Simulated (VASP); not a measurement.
Wanted: the native input for a VASP 6.6.1 run.

```yaml
Task: single point
Functional: r2SCAN
Potentials_or_basis: VASP PAW PBE potentials, release 64 (Al, Ni)
Cutoff: 520 eV
k_mesh: 16 × 16 × 14
Occupations: gaussian, width 0.1 eV
Spin: no spin polarisation
Dipole_correction: no
Further_INCAR_settings: ALGO = Normal; EDIFF = 1e-06; NBANDS = 14
```

The system is AlNi.

```xyz
2
Lattice="2.0877 -2.0874 0.0000 2.0877 2.0874 0.0000 0.0000 0.0000 2.9627" Properties=species:S:1:pos:R:3 pbc="T T T"
Al    0.0000    0.0000    0.0000
Ni    2.0877    0.0000    1.4813
```

These files were run (other wordings do the same):

POSCAR

```
AlNi
1.0
    2.0876704505     -2.0874430929      0.0000000000
    2.0876704505      2.0874430929      0.0000000000
    0.0000000000      0.0000000000      2.9626618140
Al Ni
1 1
Direct
    0.0000000000      0.0000000000      0.0000000000
    0.5000000000      0.5000000000      0.5000000000
```

INCAR.step1

```
ALGO = Normal
EDIFF = 1E-4
ENCUT = 520
GGA = PE
ISMEAR = 0
LASPH = T
LCHARG = F
LREAL = F
LWAVE = T
NBANDS = 14
NELM = 80
PREC = Accurate
SIGMA = 0.1
```

INCAR.step2

```
ALGO = Normal
EDIFF = 1E-6
ENCUT = 520
ISIF = 2
ISMEAR = 0
ISTART = 1
LASPH = T
LCHARG = F
LMIXTAU = T
LREAL = F
LWAVE = F
METAGGA = R2SCAN
NBANDS = 14
NELM = 80
PREC = Accurate
SIGMA = 0.1
```

KPOINTS

```
k-points
0
Gamma
  16 16 14
```

Potentials or basis: VASP PAW PBE potentials, release 64 (Al, Ni).

Run with:

```sh
$ cat potpaw_PBE.64/Al/POTCAR potpaw_PBE.64/Ni/POTCAR > POTCAR
$ cp INCAR.step1 INCAR
$ mpirun -np 1 vasp_std > vasp.out
$ cp INCAR.step2 INCAR
$ mpirun -np 1 vasp_std > vasp.out
```

Results of the run:

The pressure is -13.9 GPa and the band gap on the k mesh is zero (an odd number of electrons rules out a gap without spin polarisation).

Caveat: the cell stands under tension; the PAW data sets were made with another functional, which shifts forces and pressure a little.

Run time: 2.9 min on 1 thread of Intel(R) Xeon(R) 6975P-C (Granite Rapids) (shared host), peak memory 0.33 GiB.
